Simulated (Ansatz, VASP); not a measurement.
Two plane-wave programs on BaTe

```
CELL_PARAMETERS angstrom
5.97384 0.00000 0.00000
-2.98692 5.17349 0.00000
0.00000 0.00000 7.00217
ATOMIC_POSITIONS crystal
Ba 0.33333 0.66667 0.25000
Ba 0.66667 0.33333 0.75000
Te 0.66667 0.33333 0.25000
Te 0.33333 0.66667 0.75000
```

Alike in both runs: task single point; functional r2SCAN; k mesh 6 × 6 × 4; no spin polarisation.

|  | VASP | Ansatz |
| --- | --- | --- |
| version | VASP 6.6.1 | Ansatz 0.2.0 |
| potentials or method | VASP PAW PBE potentials, release 64 (Ba_sv, Te) | plane waves, PAW |
| plane-wave cutoff (eV) | 520 | 500 |
| occupations | gaussian, width 0.01 eV | fixed |
| valence electrons in the cell | 32 | 52 |

Ansatz gave:

| Quantity | Value |
| --- | --- |
| gap on the k mesh at the Fermi level (eV) | 2.31 |
| pressure (GPa) | 0.0 |
| traceless stress, the component that is largest in VASP (GPa) | 0.03 |

Question: What did VASP give for the same quantities?

Answer: gap on the k mesh at the Fermi level (eV): 2.24; pressure (GPa): 0.2; traceless stress, the component that is largest in VASP (GPa): 0.09.

VASP's potentials were made for PBE, not for r2SCAN. VASP's potentials hold 32 valence electrons a cell and Ansatz's 52, so a difference there can come from the potentials and not from the codes.

Spin-orbit coupling is off throughout.
